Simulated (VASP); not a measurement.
A run of VASP 6.6.1:

File INCAR:

```
SYSTEM = AlN
  ALGO = Normal
  EDIFF = 1E-7
  ENCUT = 520
  GGA = CA
  ISIF = 2
  ISMEAR = 0
  LASPH = .True.
  LCHARG = .True.
  LELF = .True.
  LREAL = Auto
  LVHAR = .True.
  LWAVE = .False.
  NBANDS = 96
  NELM = 60
  PREC = Accurate
  SIGMA = 0.01
```

KPOINTS

```
Automatic mesh
0
Gamma
  2 2 2
  0.5 0.5 0.5
```

The input POSCAR:

```
AlN
1.0
    0.0000000000      5.3499220094     -4.9433095519
    4.6331683684     -2.6749610047     -4.9433095519
   -4.6331683684     -2.6749610047     -4.9433095519
Al N
18 18
Direct
    0.9447747454      0.2781080787      0.2781080787
    0.2781080787      0.9447747454      0.2781080787
    0.9447747454      0.6114414121      0.9447747454
    0.6114414121      0.6114414121      0.2781080787
    0.2781080787      0.2781080787      0.9447747454
    0.9447747454      0.9447747454      0.6114414121
    0.6114414121      0.9447747454      0.9447747454
    0.2781080787      0.6114414121      0.6114414121
    0.6114414121      0.2781080787      0.6114414121
    0.8892191898      0.8892191898      0.2225525232
    0.2225525232      0.5558858565      0.2225525232
    0.8892191898      0.2225525232      0.8892191898
    0.5558858565      0.2225525232      0.2225525232
    0.2225525232      0.8892191898      0.8892191898
    0.8892191898      0.5558858565      0.5558858565
    0.5558858565      0.5558858565      0.8892191898
    0.2225525232      0.2225525232      0.5558858565
    0.5558858565      0.8892191898      0.5558858565
    0.8174474768      0.1507808102      0.1507808102
    0.1507808102      0.8174474768      0.1507808102
    0.8174474768      0.4841141435      0.8174474768
    0.4841141435      0.4841141435      0.1507808102
    0.1507808102      0.1507808102      0.8174474768
    0.8174474768      0.8174474768      0.4841141435
    0.4841141435      0.8174474768      0.8174474768
    0.1507808102      0.4841141435      0.4841141435
    0.4841141435      0.1507808102      0.4841141435
    0.0952252546      0.0952252546      0.4285585879
    0.4285585879      0.7618919213      0.4285585879
    0.0952252546      0.4285585879      0.0952252546
    0.7618919213      0.4285585879      0.4285585879
    0.4285585879      0.0952252546      0.0952252546
    0.0952252546      0.7618919213      0.7618919213
    0.7618919213      0.7618919213      0.0952252546
    0.4285585879      0.4285585879      0.7618919213
    0.7618919213      0.0952252546      0.7618919213
```

Potentials or basis: VASP PAW LDA potentials, release 64 (Al, N).

Launch:

```console
$ cat potpaw_LDA.64/Al/POTCAR potpaw_LDA.64/N/POTCAR > POTCAR
$ mpirun -np 1 vasp_std > vasp.out
```

Hardware: 1 thread of Intel Xeon 8259CL, on a shared host.

Question: How long does it take, and how much memory?

Answer: It took 3.2 min on 1 thread of Intel Xeon 8259CL, with other jobs on the host, peak memory 0.32 GiB. Counts: scf iterations 14, k points 2.
